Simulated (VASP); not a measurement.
Here is a VASP 6.6.1 calculation.

Contents of INCAR:

```
SYSTEM = Te3MoPt
PREC = Accurate
ENCUT = 520
EDIFF = 1E-6
ISMEAR = 0
SIGMA = 0.1
LREAL = .FALSE.
LASPH = .TRUE.
NELM = 100
ALGO = Normal
ISIF = 2
LWAVE = .FALSE.
LCHARG = .TRUE.
GGA = PE
LELF = .TRUE.
LVHAR = .TRUE.
NBANDS = 29
```

File KPOINTS:

```
regular mesh
0
G
  4 4 4
  0 0 0
```

POSCAR

```
Te3MoPt
1.0
    3.5465479900     -3.5947068100      0.0000000000
    3.5465479900      3.5947068100      0.0000000000
    0.0000000000      0.0000000000      4.7585434200
Te Mo Pt
3 1 1
Direct
    0.5000000000      0.0000000000      0.0000000000
    0.0000000000      0.5000000000      0.0000000000
    0.5000000000      0.5000000000      0.5000000000
    0.0000000000      0.0000000000      0.5000000000
    0.5000000000      0.5000000000      0.0000000000
```

Potentials or basis: VASP PAW PBE potentials, release 64 (Te, Mo_sv, Pt).

The run is started by

```console
$ cat potpaw_PBE.64/Te/POTCAR potpaw_PBE.64/Mo_sv/POTCAR potpaw_PBE.64/Pt/POTCAR > POTCAR
$ mpirun -np 1 vasp_std > vasp.out
```

Task: What does it give for the pressure?

Result: 15.6 GPa.

Task: Predict the band gap on the k mesh.

Result: Zero (bands 21 and 22 overlap by 0.74 eV).

Stress tensor (GPa, compression positive):
```
11.06  0.00  0.00
 0.00 10.89  0.00
 0.00  0.00 25.00
```

Caveat: the stress differs along the axes, from 11 to 25 GPa; spin-orbit coupling is left out, which moves the levels of the heavy elements.
